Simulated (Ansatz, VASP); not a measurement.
# Two plane-wave programs on Al4B3Sb

```
Al B Sb
1.0
     3.06939    0.00324    0.00794
     0.00303    3.28584   -0.00176
     0.02740   -0.00680   11.02182
Al B Sb
4 3 1
Direct
  0.49330 0.50117 0.49333
  0.50057 0.99967 0.15058
  0.99715 0.50042 0.30119
  0.00606 0.99858 0.93201
  0.50302 0.49922 0.00521
  0.49608 0.00065 0.34981
  0.00137 0.49939 0.08751
  0.00244 0.00090 0.68038
```

Change from the starting cell: cell x1, atoms moved at random (sigma 0.05 Å) and cell strained at random (1.5 %), then relaxed without symmetry.

Alike in both runs: functional PBE; k mesh 8 × 6 × 2; occupations gaussian, width 0.2 eV; no spin polarisation.

Ansatz relaxed the structure, and its values are those at the end. VASP's run is a single point on that final structure, the one shown.

|  | VASP | Ansatz |
| --- | --- | --- |
| version | VASP 6.6.1 | Ansatz 0.2.0 |
| potentials or method | VASP PAW PBE potentials, release 64 (Al, B, Sb), cutoff 520 eV | scalar-relativistic, plane waves, PAW |
| valence electrons in the cell | 26 | 36 |

Ansatz gave:

- gap on the k mesh at the Fermi level (eV): none
- pressure (GPa): 0.0
- rms of the force components (eV/Å): 0.004

Task: What did VASP give for the same quantities?

Result: gap on the k mesh at the Fermi level (eV): none; pressure (GPa): 0.0; rms of the force components (eV/Å): 0.006.

A gap of «none» marks a metal or a gap that the smearing closes. The functional is the same, so the differences come from potentials, cutoffs and numerics. VASP's potentials hold 26 valence electrons a cell and Ansatz's 36, so a difference there can come from the potentials and not from the codes.

Neither program's run includes spin-orbit coupling.
